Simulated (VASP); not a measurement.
# SrO (Fm-3m) in VASP: a series of runs, part 2 of 3

VASP 6.6.1. Earlier steps stand in the parts before.

### Step 3. Single point, PBEsol (volume scaled by 1.06)

INCAR

```
PREC     = Accurate       # precision mode
ENCUT    = 520            # plane-wave cutoff, eV
EDIFF    = 1E-6           # SCF threshold, eV
ISMEAR   = -1             # smearing method
SIGMA    = 0.05           # smearing width, eV
LREAL    = False          # projectors in reciprocal space
LASPH    = True           # aspherical terms in the spheres
NELM     = 100            # most SCF steps
ALGO     = Normal         # electronic algorithm
ISIF     = 2              # what is computed and relaxed
LWAVE    = False          # write WAVECAR
LCHARG   = True           # write CHGCAR
GGA      = PS             # functional
LELF     = True           # ELF
LVHAR    = True         
NBANDS   = 15             # bands
```

KPOINTS

```
regular mesh
0
Gamma
  9 9 9
```

POSCAR

```
SrO
1.0
    0.0000000000      2.6166323862      2.6166323862
    2.6166323862      0.0000000000      2.6166323862
    2.6166323862      2.6166323862      0.0000000000
Sr O
1 1
Direct
    0.5000000000      0.5000000000      0.5000000000
    0.0000000000      0.0000000000      0.0000000000
```

Potentials or basis: VASP PAW PBE potentials, release 64 (Sr_sv, O).

Command:

```
> cat potpaw_PBE.64/Sr_sv/POTCAR potpaw_PBE.64/O/POTCAR > POTCAR
> mpirun -np 1 vasp_std > vasp.out
```

OUTCAR:

```text
PREC = Accurate
   ENCUT = 520
   EDIFF = 1E-6
   ISMEAR = -1
   LREAL = False
   LASPH = True
   NELM = 100
   ISIF = 2
   GGA = PS

 ion  position               nearest neighbor table
   1  0.500  0.500  0.500-   2 2.62   2 2.62   2 2.62   2 2.62   2 2.62   2 2.62
   2  0.000  0.000  0.000-   1 2.62   1 2.62   1 2.62   1 2.62   1 2.62   1 2.62

  LATTYP: Found a face centered cubic cell.
 ALAT       =     5.2332647724

  Lattice vectors:

 A1 = (   0.0000000000,   2.6166323862,   2.6166323862)
 A2 = (   2.6166323862,   0.0000000000,   2.6166323862)
 A3 = (   2.6166323862,   2.6166323862,   0.0000000000)

Analysis of symmetry for initial positions (statically):
=====================================================================
 Subroutine PRICEL returns:
 Original cell was already a primitive cell.

 Routine SETGRP: Setting up the symmetry group for a
 face centered cubic supercell.

 Subroutine GETGRP returns: Found 48 space group operations
 (whereof 48 operations were pure point group operations)
 out of a pool of 48 trial point group operations.

The static configuration has the point symmetry O_h .

Analysis of symmetry for dynamics (positions and initial velocities):
=====================================================================
 Subroutine PRICEL returns:
 Original cell was already a primitive cell.

 Routine SETGRP: Setting up the symmetry group for a
 face centered cubic supercell.

 Subroutine GETGRP returns: Found 48 space group operations
 (whereof 48 operations were pure point group operations)
 out of a pool of 48 trial point group operations.

The dynamic configuration has the point symmetry O_h .

 Subroutine INISYM returns: Found 48 space group operations
 (whereof 48 operations are pure point group operations),
 and found     1 'primitive' translations

----------------------------------------------------------------------------------------

                                     Primitive cell

  volume of cell :      35.8309

  direct lattice vectors                    reciprocal lattice vectors
     0.000000000  2.616632386  2.616632386    -0.191085306  0.191085306  0.191085306
     2.616632386  0.000000000  2.616632386     0.191085306 -0.191085306  0.191085306
     2.616632386  2.616632386  0.000000000     0.191085306  0.191085306 -0.191085306

  length of vectors
     3.700477008  3.700477008  3.700477008     0.330969458  0.330969458  0.330969458

  position of ions in fractional coordinates (direct lattice)
     0.500000000  0.500000000  0.500000000
     0.000000000  0.000000000  0.000000000

  ion indices of the primitive-cell ions
   primitive index   ion index
                 1           1
                 2           2

----------------------------------------------------------------------------------------

 KPOINTS: regular mesh

Automatic generation of k-mesh.
 Grid dimensions read from file:
 generate k-points for:    9    9    9

 Generating k-lattice:

  Cartesian coordinates                     Fractional coordinates (reciprocal lattice)
    -0.021231701  0.021231701  0.021231701     0.111111111  0.000000000  0.000000000
[... 38 lines left out ...]
 -0.333333  0.333333  0.000000     12.000000
  0.444444  0.444444  0.000000      6.000000
 [... further k-points ...]
   k-points           NKPTS =     35   k-points in BZ     NKDIM =     35   number of bands    NBANDS=     15
   number of dos      NEDOS =    301   number of ions     NIONS =      2
   total plane-waves  NPLWV =  21952
   dimension x,y,z NGX =    28 NGY =   28 NGZ =   28
   dimension x,y,z NGXF=    56 NGYF=   56 NGZF=   56
   ions per type =               1   1
   NGX,Y,Z   is equivalent  to a cutoff of  12.58, 12.58, 12.58 a.u.
   NGXF,Y,Z  is equivalent  to a cutoff of  25.16, 25.16, 25.16 a.u.
 SYSTEM =  unknown system
   PREC   = accura    normal or accurate (medium, high low for compatibility)
   ISTART =      0    job   : 0-new  1-cont  2-samecut
   ICHARG =      2    charge: 1-file 2-atom 10-const
   ISPIN  =      1    spin polarized calculation?
   LNONCOLLINEAR =      F non collinear calculations
   LSORBIT =      F    spin-orbit coupling
   LASPH  =      T    aspherical Exc in radial PAW
   ENCUT  =  520.0 eV  38.22 Ry    6.18 a.u.   6.88  6.88  6.88*2*pi/ulx,y,z
   NELM   =    100;   NELMIN=  2; NELMDL= -5     # of ELM steps
   EDIFF  = 0.1E-05   stopping-criterion for ELM
   LREAL  =      F    real-space projection
   EDIFFG = 0.1E-04   stopping-criterion for IOM
   NSW    =      0    number of steps for IOM
   IBRION =     -1    ionic relax: 0-MD 1-quasi-New 2-CG
   NFREE  =      0    steps in history (QN), initial steepest desc. (CG)
   ISIF   =      2    stress and relaxation
   ISYM   =      2    0-nonsym 1-usesym 2-fastsym
   POTIM  = 0.5000    time-step for ionic-motion
   TEBEG  =    0.0;   TEEND  =   0.0 temperature during run
   PSTRESS=    0.0 pullay stress
   NELECT =      16.0000    total number of electrons
   NUPDOWN=      -1.0000    fix difference up-down
   EMIN   =  10.00;   EMAX   =-10.00  energy-range for DOS
   EFERMI =   0.00;   METHOD = LEGACY
   ISMEAR =    -1;   SIGMA  =   0.05  broadening in eV -4-tet -1-fermi 0-gaus
   EFERMI_NEDOS =   21; number of points for ismear=-14 and -15
   IALGO  =     38    algorithm
   IMIX   =      4    mixing-type and parameters
     AMIX     =   0.40;   BMIX     =  1.00
     AMIX_MAG =   1.60;   BMIX_MAG =  1.00
  volume/ion in A,a.u.               =      17.92       120.90
  Fermi-wavevector in a.u.,A,eV,Ry     =   1.251302  2.364618 21.303411  1.565757
  Thomas-Fermi vector in A             =   2.385256
   LORBIT       =      0    0 simple, 1 ext, 2 COOP (PROOUT), +10 PAW based schemes
   GGA     = PS    functional components
   LHFCALC =     F    Hartree Fock is set to
   AEXX    =    0.0000 exact exchange contribution
   IVDW    =     0    specifies the selected vdW correction
   LEPSILON=     F    determine dielectric tensor
   LRPA    =     F    only Hartree local field effects (RPA)
 non-spin polarized calculation
  energy-cutoff  :      520.00
  volume of cell :       35.83
 maximum number of plane-waves:       981
   NGX = 13   NGY = 13   NGZ = 13

 number of electron      16.0000003 magnetization

 Free energy of the ion-electron system (eV)
  ---------------------------------------------------
  ext. energy  EPLUGINS =         0.00000000
  ---------------------------------------------------
  free energy    TOTEN  =       -12.60993265 eV

  energy without entropy =      -12.60993265  energy(sigma->0) =      -12.60993265

 E-fermi :   2.3093     XC(G=0): -10.0266

 val. band max:        1.2480247508   @ k =   0.0000   0.0000   0.0000
 cond. band min:       4.4912271644   @ k =   0.4444   0.4444   0.0000
 fundamental gap:      3.2432024136
 Fermi energy:         2.3093271075

 k-point     1 :       0.0000    0.0000    0.0000
  band No.  band energies     occupation
      1     -31.1771      2.00000
      2     -13.6827      2.00000
      3     -12.8802      2.00000
      4     -12.8802      2.00000
      5     -12.8802      2.00000
      6       1.2480      2.00000
      7       1.2480      2.00000
      8       1.2480      2.00000
      9       4.7122      0.00000
     10       7.2963      0.00000
     11       7.2963      0.00000
     12       7.2963      0.00000
     13       9.3731      0.00000
     14       9.3731      0.00000
[... 401 lines left out ...]
      2     -13.9864      2.00000
      3     -13.3155      2.00000
      4     -13.1891      2.00000
      5     -13.1891      2.00000
      6       0.6295      2.00000
      7       1.1218      2.00000
      8       1.1218      2.00000
      9       4.4912      0.00000
     10       8.4821      0.00000
     11      11.0262      0.00000
     12      11.0304      0.00000
     13      11.8091      0.00000
     14      11.8091      0.00000
     15      14.5467      0.00000

 [... further k-points ...]

------------------------ aborting loop because EDIFF is reached ----------------------------------------

  FORCE on cell =-STRESS in cart. coord.  units (eV):
  Direction    XX          YY          ZZ          XY          YZ          ZX
  --------------------------------------------------------------------------------------
  -------------------------------------------------------------------------------------
  Total       -1.0593687     -1.0593687     -1.0593687      0.0000000     -0.0000000     -0.0000000
  in kB      -47.3695837    -47.3695837    -47.3695837      0.0000000     -0.0000000     -0.0000000
  external PRESSURE =     -47.3695837 kB  Pullay stress =       0.0000000 kB

 VOLUME and BASIS-vectors are now :
 -----------------------------------------------------------------------------
  energy-cutoff  :      520.00
  volume of cell :       35.83
      direct lattice vectors                 reciprocal lattice vectors
     0.000000000  2.616632386  2.616632386    -0.191085306  0.191085306  0.191085306
     2.616632386  0.000000000  2.616632386     0.191085306 -0.191085306  0.191085306
     2.616632386  2.616632386  0.000000000     0.191085306  0.191085306 -0.191085306

 POSITION                                       TOTAL-FORCE (eV/Angst)
 -----------------------------------------------------------------------------------
      2.61663      2.61663      2.61663        -0.000000     -0.000000      0.000000
      0.00000      0.00000      0.00000         0.000000      0.000000     -0.000000
 -----------------------------------------------------------------------------------
    total drift:                                0.000000      0.000000      0.000000

  FREE ENERGIE OF THE ION-ELECTRON SYSTEM (eV)
  ---------------------------------------------------
  free  energy   TOTEN  =       -12.6099326514 eV

  energy  without entropy=      -12.6099326514  energy(sigma->0) =      -12.60993265
```

Wall time 43 s (1 thread of Intel Xeon 6975P-C, shared host); peak memory 0.17 GiB.

What came out:

```yaml
Free_energy: -12.6099 eV
Pressure: -4.7 GPa
Band_gap_on_the_k_mesh: 3.24 eV, indirect (least direct gap 3.37 eV)
```

Caveat: the PAW data sets were made with another functional, which shifts forces and pressure a little.

[end of part 2 of 3]
